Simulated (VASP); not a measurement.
**Na: single point with revPBE**

The system is Na.

```xyz
1
Lattice="3.3402 0.0000 0.0000 0.0000 3.3402 0.0000 0.0000 0.0000 3.3402" Properties=species:S:1:pos:R:3 pbc="T T T"
Na    0.0000    0.0000    0.0000
```

This cell differs from its parent crystal: volume scaled by 0.88.

```json
{
  "Program": "VASP 6.6.1",
  "Task": "single point",
  "Functional": "revPBE",
  "Potentials or basis": "VASP PAW PBE potentials, release 64 (Na_pv)",
  "Cutoff": "500 eV",
  "k mesh": "10 × 10 × 10",
  "Occupations": "fermi-dirac, width 0.1 eV",
  "Spin": "no spin polarisation"
}
```

The pressure is 0.9 GPa.

Levels at points of the mesh, in eV from the Fermi level:
```tsv
k point	band 1	band 2	band 3	band 4	band 5	band 6
(0.00, 0.00, 0.00)	-25.16	-25.16	-25.16	-3.32	8.45	8.45
(0.50, 0.00, 0.00)	-25.22	-25.16	-25.16	-0.07	0.23	10.88
(0.50, 0.50, 0.00)	-25.21	-25.21	-25.15	3.05	3.05	3.10
(0.50, 0.50, 0.50)	-25.21	-25.21	-25.21	5.90	5.90	5.90
```

Wall time 4.6 s on 1 thread of AMD EPYC 9R45 96-Core Processor (Zen 5), on a shared host, peak memory 0.11 GiB.

Caveat: the PAW data sets were made with another functional, which shifts forces and pressure a little.
